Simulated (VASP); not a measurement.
## WSe2: single point with LDA

WSe2, a slab with vacuum:

```
W Se
1.0
     3.37728    0.00000    0.00000
    -1.68864    2.92481    0.00000
     0.00000    0.00000   16.66031
W Se
1 2
Direct
  0.00000 0.00000 0.99794
  0.33333 0.66667 0.10233
  0.33333 0.66667 0.90247
```

```json
{
 "Program": "VASP 6.6.1",
 "Task": "single point",
 "Functional": "LDA",
 "Potentials or basis": "VASP PAW LDA potentials, release 64 (W_sv, Se)",
 "Cutoff": "500 eV",
 "k mesh": "9 × 9 × 2",
 "Occupations": "gaussian, width 0.05 eV",
 "Spin": "no spin polarisation",
 "Dipole correction": "no",
 "Further INCAR settings": "ALGO = Normal; EDIFF = 1e-06; NBANDS = 20"
}
```

```json
{"Largest force": "1.892 eV/Å", "Band gap on the k mesh": "1.36 eV, direct"}
```

Forces on the atoms (eV/Å):
```
W    0.000  0.000  1.892
Se   0.000  0.000 -1.587
Se   0.000  0.000 -0.305
```

Levels at points of the mesh, in eV from the valence-band top:
```csv
k point,band 9,band 10,band 11,band 12,band 13,band 14,band 15,band 16,band 17,band 18
"(0.00, 0.00, 0.00)",-2.43,-1.93,-1.24,-1.24,-0.04,2.66,2.66,3.16,3.16,4.15
"(0.00, 0.00, 0.50)",-2.43,-1.93,-1.24,-1.24,-0.04,2.66,2.66,3.16,3.16,4.17
```

Wall time 82 s on 1 thread of Intel(R) Xeon(R) Platinum 8488C (Sapphire Rapids), with other jobs on the host, peak memory 0.27 GiB.

Caveat: spin-orbit coupling is left out, which moves the levels of the heavy elements.
